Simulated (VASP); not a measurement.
Here is a VASP 6.6.1 calculation.

INCAR

```
ALGO = Normal
EDIFF = 1E-7
ENCUT = 520
GGA = PE
ISIF = 2
ISMEAR = 0
LASPH = T
LCHARG = F
LREAL = F
LWAVE = F
NBANDS = 13
NELM = 60
PREC = Accurate
SIGMA = 0.1
```

KPOINTS

```
k-points
0
Gamma
  4 4 4
```

Contents of POSCAR:

```
AsI
1.0
    3.7280234053      0.0000000000      0.0000000000
    0.0000000000      3.7280234053      0.0000000000
    0.0000000000      0.0000000000      3.7280234053
As I
1 1
Direct
    0.0000000000      0.0000000000      0.0000000000
    0.5000000000      0.5000000000      0.5000000000
```

Potentials or basis: VASP PAW PBE potentials, release 64 (As, I).

Run with:

```bash
$ cat potpaw_PBE.64/As/POTCAR potpaw_PBE.64/I/POTCAR > POTCAR
$ mpirun -np 1 vasp_std > vasp.out
```

(1) Estimate the pressure.

(2) What does it give for the band gap on the k mesh?

Answers

(1) -0.3 GPa.

(2) zero (band 6 reaches 9.09 eV, above the bottom of band 7 at 3.75 eV).

Caveat: the k points lie up to 0.42 Å⁻¹ apart; spin-orbit coupling is left out, which moves the levels of the heavy elements.
